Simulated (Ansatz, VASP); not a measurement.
# Two plane-wave programs on CdSe4

```
Cd Se
1.0
    -4.03946    4.03946    2.34365
     4.03946   -4.03946    2.34365
     4.03946    4.03946   -2.34365
Cd Se
1 4
Direct
  0.00000 0.00000 0.00000
  0.72654 0.19851 0.92505
  0.27346 0.80149 0.07495
  0.19851 0.27346 0.47196
  0.80149 0.72654 0.52804
```

Change from the starting cell: species swapped into the CrAu4 type (I4/m, No. 87).

Alike in both runs: functional PBE; k mesh 4 × 4 × 4; occupations gaussian, width 0.2 eV; no spin polarisation.

Ansatz relaxed the structure, and its values are those at the end. VASP's run is a single point on that final structure, the one shown.

|  | VASP | Ansatz |
| --- | --- | --- |
| version | VASP 6.6.1 | Ansatz 0.2.0 |
| potentials or method | VASP PAW PBE potentials, release 64 (Cd, Se), cutoff 520 eV | scalar-relativistic, plane waves, PAW |
| valence electrons in the cell | 36 | 84 |

VASP gave:

```
gap on the k mesh at the Fermi level (eV) : none
pressure (GPa)                            : 0.3
rms of the force components (eV/Å)        : 0.010
```

Question: What did Ansatz give for the same quantities?

Answer: gap on the k mesh at the Fermi level (eV): none; pressure (GPa): 0.2; rms of the force components (eV/Å): 0.015.

A gap of «none» marks a metal or a gap that the smearing closes. VASP's potentials hold 36 valence electrons a cell and Ansatz's 84, so a difference there can come from the potentials and not from the codes.

The k mesh is coarse, so the values compare programs but aren't converged.
